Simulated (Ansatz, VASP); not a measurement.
CaScB2 in VASP and in Ansatz

```
Ca Sc B
1.0
     4.41003    0.00000    0.00000
     0.00000    4.41003    0.00000
     0.00000    0.00000    3.05995
Ca Sc B
1 1 2
Direct
  0.50000 0.50000 0.57449
  0.00000 0.00000 0.57331
  0.50000 0.00000 0.07393
  0.00000 0.50000 0.07393
```

Alike in both runs: functional PBE; k mesh 10 × 10 × 14; occupations gaussian, width 0.1 eV; no spin polarisation.

Ansatz relaxed the structure, and its values are those at the end. VASP's run is a single point on that final structure, the one shown.

```csv
,VASP,Ansatz
version,VASP 6.6.1,Ansatz 0.2.0
potentials or method,"VASP PAW PBE potentials, release 64 (Ca_sv, Sc_sv, B), cutoff 520 eV","scalar-relativistic, plane waves, PAW"
valence electrons in the cell,27,27
```

Ansatz gave:

| Property | Result |
| --- | --- |
| gap on the k mesh at the Fermi level (eV) | none |
| pressure (GPa) | 0.0 |

Task: Which values does VASP return?

Result: gap on the k mesh at the Fermi level (eV): none; pressure (GPa): 0.3.

A gap of «none» marks a metal or a gap that the smearing closes.
